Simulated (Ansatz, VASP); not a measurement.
**Sc5Al in VASP and in Ansatz**

```
Sc Al
1.0
    -0.00012   -3.24855    0.00034
    -6.51084   -0.00043    0.00065
     0.00126    0.00092  -13.06679
Sc Al
10 2
Direct
  0.99998 0.99992 0.35649
  0.99984 0.49991 0.35685
  0.49980 0.74985 0.17787
  0.49976 0.24997 0.17794
  0.00005 0.49995 0.00005
  0.99992 0.00004 0.99998
  0.50000 0.75000 0.82212
  0.50022 0.25023 0.82207
  0.00029 0.00006 0.64351
  0.00004 0.50007 0.64314
  0.50006 0.75060 0.49999
  0.50003 0.24940 0.50000
```

Change from the starting cell: cell x2, atoms moved at random (sigma 0.1 Å) and cell strained at random (1.5 %), then relaxed without symmetry.

Alike in both runs: functional PBE; k mesh 6 × 4 × 2; occupations gaussian, width 0.2 eV; no spin polarisation.

Ansatz relaxed the structure, and its values are those at the end. VASP's run is a single point on that final structure, the one shown.

```csv
,VASP,Ansatz
version,VASP 6.6.1,Ansatz 0.2.0
potentials or method,"VASP PAW PBE potentials, release 64 (Sc_sv, Al), cutoff 520 eV","scalar-relativistic, plane waves, PAW"
valence electrons in the cell,116,116
```

```tsv
	VASP	Ansatz	Ansatz less VASP
gap on the k mesh at the Fermi level (eV)	none	none	-
pressure (GPa)	0.1	0.0	-0.04
rms of the force components (eV/Å)	0.004	0.003	-0.0010
```

A gap of «none» marks a metal or a gap that the smearing closes.
